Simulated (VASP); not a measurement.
Write the native input for VASP 6.6.1 that does the following.

```
Task                   : single point
Functional             : PBE
Potentials or basis    : VASP PAW PBE potentials, release 64 (Li_sv, W_sv)
Cutoff                 : 750 eV
k mesh                 : 6 × 6 × 4
Occupations            : gaussian, width 0.1 eV
Spin                   : no spin polarisation
Dipole correction      : no
Further INCAR settings : ALGO = Normal; EDIFF = 1e-06; NBANDS = 16
```

The structure of LiW lies in POSCAR:

```
LiW
1.0
    2.7015833027     -0.0000000029      0.0000000000
   -1.3507916489      2.3396397720      0.0000000000
    0.0000000000      0.0000000000      4.9863884949
Li W
1 1
Direct
    0.3333333333      0.6666666667      0.0000000000
    0.6666666667      0.3333333333      0.5000000000
```

The cell was generated, and may not be a known phase.

One way to write it, as run:

INCAR

```
SYSTEM = LiW
PREC = Accurate
ENCUT = 750
EDIFF = 1E-6
ISMEAR = 0
SIGMA = 0.1
LREAL = .FALSE.
LASPH = .TRUE.
NELM = 120
ALGO = Normal
ISIF = 2
LWAVE = .FALSE.
LCHARG = .FALSE.
GGA = PE
NBANDS = 16
GGA_COMPAT = .FALSE.
```

KPOINTS

```
Automatic mesh
0
G
  6 6 4
  0 0 0
```

Potentials or basis: VASP PAW PBE potentials, release 64 (Li_sv, W_sv).

Launch:

```bash
$ cat potpaw_PBE.64/Li_sv/POTCAR potpaw_PBE.64/W_sv/POTCAR > POTCAR
$ mpirun -np 1 vasp_std > vasp.out
```

It gave:

The pressure is 0.3 GPa and the band gap on the k mesh is zero (an odd number of electrons rules out a gap without spin polarisation).

Caveat: the k points lie up to 0.45 Å⁻¹ apart, too coarse for converged energies and pressures of a metal; spin-orbit coupling is left out, which moves the levels of the heavy elements.

Run time: 12 s on 1 thread of Intel(R) Xeon(R) Platinum 8259CL CPU @ 2.50GHz (Skylake/Cascade Lake), on a shared host, peak memory 0.17 GiB.
